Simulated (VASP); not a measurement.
The system is KZrN.

```
K Zr N
1.0
     4.26292    0.00000    0.00000
    -2.13146    3.69179    0.00000
     0.00000    0.00000    4.53736
K Zr N
1 1 1
Cartesian
  0.0000 0.0000 0.0000
  2.1315 1.2306 2.2687
  0.0000 2.4612 2.2687
```

The cell was built from a structure type or drawn by symmetry, and may not be a known phase.

- Program: VASP 6.6.1
- Task: relaxation of cell and atoms
- Functional: PBE
- Potentials or basis: VASP PAW PBE potentials, release 64 (K_sv, Zr_sv, N_h)
- Cutoff: 910 eV
- k mesh: 6 × 6 × 4
- Occupations: gaussian, width 0.1 eV
- Spin: no spin polarisation

At the start: pressure -11.1 GPa; volume 23.80 Å³/atom.

Q: How do energy, volume and symmetry change on relaxing?

A: Over 11 steps the energy falls by 788.5 meV/atom and the volume is 23.86 Å³/atom (+0.2 %); space group P-6m2 (No. 187, to 0.1 Å) before and after.

The path:
| step | energy change (eV) | largest force (eV/Å) | pressure (GPa) | volume (Å³) |
| --- | --- | --- | --- | --- |
| 1 | 0.0000 | 0.0000 | -11.12 | 71.41 |
| 2 | -1.2914 | 0.0000 | 11.26 | 55.02 |
| 3 | -1.3313 | 0.0000 | 6.51 | 56.82 |
| 4 | -1.7789 | 0.0000 | 6.06 | 60.17 |
| 5 | -2.1593 | 0.0000 | 7.53 | 68.49 |
| 6 | -2.2632 | 0.0000 | 6.52 | 65.98 |
| 7 | -2.1578 | 0.0000 | -6.97 | 80.28 |
| 8 | -2.3638 | 0.0000 | -0.21 | 71.52 |
| 9 | -2.3638 | 0.0000 | -0.06 | 71.37 |
| 10 | -2.3638 | 0.0000 | 0.05 | 71.26 |
| 11 | -2.3656 | 0.0000 | 0.07 | 71.58 |

Final structure:
```
K Zr N
1.0
     3.64907    0.00000    0.00000
    -1.82453    3.16018    0.00000
     0.00000    0.00000    6.20742
K Zr N
1 1 1
Direct
  0.00000 0.00000 0.00000
  0.66667 0.33333 0.50000
  0.33333 0.66667 0.50000
```

Caveat: the cutoff is under 1.25 times the usual one of these potentials, so pressure, stress and relaxed cells hold a basis-set (Pulay) error; a cell axis changed by over 15 % at a fixed basis, so the end point is rough.
